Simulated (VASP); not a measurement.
Set up this calculation in VASP 6.6.1, as the native input.

```
Task                   : single point
Functional             : LDA
Potentials or basis    : VASP PAW LDA potentials, release 64 (W_sv)
Cutoff                 : 520 eV
k mesh                 : 16 × 16 × 12
Occupations            : gaussian, width 0.15 eV
Spin                   : no spin polarisation
Dipole correction      : no
Further INCAR settings : ALGO = Fast; EDIFF = 1e-07; NBANDS = 21
```

The structure of W lies in POSCAR:

```
W
1.0
    0.0000000000     -1.9862702900     -1.9862702900
    0.0000000000      1.9862702900     -1.9862702900
    3.9725405800      0.0000000000      0.0000000000
W
2
Direct
    0.5508490715      0.4491509285      0.5000000000
   -0.0508490715      0.0508490715      0.0000000000
```

This cell differs from its parent crystal: atoms displaced along a vibrational mode.

The input as run:

INCAR

```
SYSTEM = W
PREC = Accurate
ENCUT = 520
EDIFF = 1E-7
ISMEAR = 0
SIGMA = 0.15
LREAL = .False.
LASPH = .True.
NELM = 60
ALGO = Fast
ISIF = 2
LWAVE = .False.
LCHARG = .True.
GGA = CA
LELF = .True.
LVHAR = .True.
NBANDS = 21
```

KPOINTS

```
regular mesh
0
Gamma
  16 16 12
  0 0 0
```

Potentials or basis: VASP PAW LDA potentials, release 64 (W_sv).

Launch:

```bash
$ cat potpaw_LDA.64/W_sv/POTCAR > POTCAR
$ mpirun -np 1 vasp_std > vasp.out
```

Results of the run:

```json
{
  "Pressure": "11.6 GPa",
  "Largest force": "1.693 eV/Å",
  "Band gap on the k mesh": "zero (bands 14 and 15 overlap by 3.94 eV)"
}
```

Caveat: the cell differs from its parent crystal (atoms displaced along a vibrational mode); the cell stands under pressure; spin-orbit coupling is left out, which moves the levels of the heavy elements; forces of over 1 eV/Å act on the atoms, so gaps and moduli don't describe the material at rest.

It took 110 s on 1 thread of Intel(R) Xeon(R) 6975P-C (Granite Rapids), on a shared host, peak memory 0.35 GiB.
